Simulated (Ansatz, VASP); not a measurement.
# ZrS2 in VASP and in Ansatz

```
S Zr
1.0
     3.63357    0.00000    0.00000
    -1.81679    3.14677    0.00000
     0.00000    0.00000   29.60000
S Zr
2 1
Direct
  0.33333 0.66667 0.23656
  0.66667 0.33333 0.33439
  0.00000 0.00000 0.28547
```

Alike in both runs: functional PBEsol; k mesh 12 × 12 × 1; occupations gaussian, width 0.03 eV; no spin polarisation.

Ansatz relaxed the structure, and its values are those at the end. VASP's run is a single point on that final structure, the one shown.

|  | VASP | Ansatz |
| --- | --- | --- |
| version | VASP 6.6.1 | Ansatz 0.2.0 |
| potentials or method | VASP PAW PBE potentials, release 64 (S, Zr_sv), cutoff 400 eV | scalar-relativistic, plane waves, PAW |
| valence electrons in the cell | 24 | 24 |

|  | VASP | Ansatz | Ansatz less VASP |
| --- | --- | --- | --- |
| gap on the k mesh at the Fermi level (eV) | 1.04 | 1.04 | +0.002 |
| least direct gap on the mesh (eV) | 1.63 | 1.62 | -0.005 |
| rms of the force components (eV/Å) | 0.009 | 0.000 | -0.0085 |

VASP's potentials were made for PBE, not for PBEsol, and Ansatz warns of the same on its side. The functional is the same, so the differences come from potentials, cutoffs and numerics. Ansatz's warnings: slab cell height set, structure snapped to symmetry.
